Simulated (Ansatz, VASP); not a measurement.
Two plane-wave programs on Ru5C

```
Ru C
1.0
     2.67406    0.00000    0.00000
    -1.33703    2.31580    0.00000
     0.00000    0.00000   25.39992
Ru C
5 1
Direct
  0.66667 0.33333 0.15748
  0.33333 0.66667 0.24068
  0.66667 0.33333 0.32402
  0.33333 0.66667 0.40785
  0.66667 0.33333 0.48819
  0.66667 0.33333 0.61693
```

Alike in both runs: task single point; functional LDA; k mesh 12 × 12 × 1; occupations gaussian, width 0.1 eV; collinear spin.

|  | VASP | Ansatz |
| --- | --- | --- |
| version | VASP 6.6.1 | Ansatz 0.2.0 |
| potentials or method | VASP PAW LDA potentials, release 64 (Ru_pv, C), cutoff 520 eV | scalar-relativistic, plane waves, PAW |
| valence electrons in the cell | 74 | 84 |

```tsv
	VASP	Ansatz	Ansatz less VASP
gap on the k mesh at the Fermi level (eV)	none	none	-
rms of the force components (eV/Å)	0.369	0.370	+0.0003
net moment per atom (μB)	0.02	0.03	+0.005
size of the moment on the site where the two differ most (μB)	0.07	0.13	+0.060
work function, face that differs most (eV)	6.22	6.23	+0.013
```

Ansatz warns that its potentials were made for another functional, while VASP's fit it. LDA's correlation is that of Perdew and Zunger in VASP and of Perdew and Wang (1992) in Ansatz. Site moments also hang on the region over which each program counts them. Atom by atom the forces differ by 0.019 eV/Å (rms over components). A gap of «none» marks a metal or a gap that the smearing closes. VASP's potentials hold 74 valence electrons a cell and Ansatz's 84, so a difference there can come from the potentials and not from the codes. Ansatz's warnings: seeded moment not kept.
